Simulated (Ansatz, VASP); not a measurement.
# ZnSe in VASP and in Ansatz

Contents of INCAR:

```
ALGO = Normal ; EDIFF = 1E-6
ENCUT = 520 ; GGA = PE
ISIF = 2 ; ISMEAR = 0
LASPH = True ; LCHARG = True
LELF = True ; LREAL = False
LVHAR = True ; LWAVE = False
NBANDS = 16 ; NELM = 100
PREC = Accurate ; SIGMA = 0.05
```

The input KPOINTS:

```
k-points
0
Gamma
  10 10 10
```

File POSCAR:

```
ZnSe
1.0
    0.0000000000      2.7650124997      2.8784223399
    2.8784223399      0.0000000000      2.8784223399
    2.8784223399      2.7650124997      0.0000000000
Zn Se
1 1
Direct
    0.0000000000      0.0000000000      0.0000000000
    0.7500000000      0.7500000000      0.7500000000
```

Input for Ansatz:

```yaml
crystal:
  lattice:
    - [0.0, 2.7650124997, 2.8784223399]
    - [2.8784223399, 0.0, 2.8784223399]
    - [2.8784223399, 2.7650124997, 0.0]
  atoms:
    - { symbol: Zn, position: [0.0, 0.0, 0.0] }
    - { symbol: Se, position: [0.75, 0.75, 0.75] }
basis:
  ecutwfc: 520.0
kpoints:
  mp_grid: { grid: [10, 10, 10] }
hamiltonian:
  xc: pbe
  pseudopotentials: { kind: paw, azcp: { folder: soft_1 } }
scf:
  occupations: { method: gaussian, width: 0.05 }
output:
  forces: true
  stress: true
  eigenvalues: true
```

Alike in both runs: task single point; functional PBE; k mesh 10 × 10 × 10; occupations gaussian, width 0.05 eV; no spin polarisation.

|  | VASP | Ansatz |
| --- | --- | --- |
| version | VASP 6.6.1 | Ansatz 0.2.0 |
| potentials or method | VASP PAW PBE potentials, release 64 (Zn, Se), cutoff 520 eV | scalar-relativistic, plane waves, PAW |
| valence electrons in the cell | 18 | 28 |

|  | VASP | Ansatz | Ansatz less VASP |
| --- | --- | --- | --- |
| gap on the k mesh at the Fermi level (eV) | 1.17 | 1.16 | -0.004 |
| least direct gap on the mesh (eV) | 1.17 | 1.16 | -0.004 |
| pressure (GPa) | 1.9 | 1.6 | -0.24 |
| traceless stress, the component that is largest in VASP (GPa) | 0.83 | 0.84 | +0.006 |

VASP's potentials hold 18 valence electrons a cell and Ansatz's 28, so a difference there can come from the potentials and not from the codes.
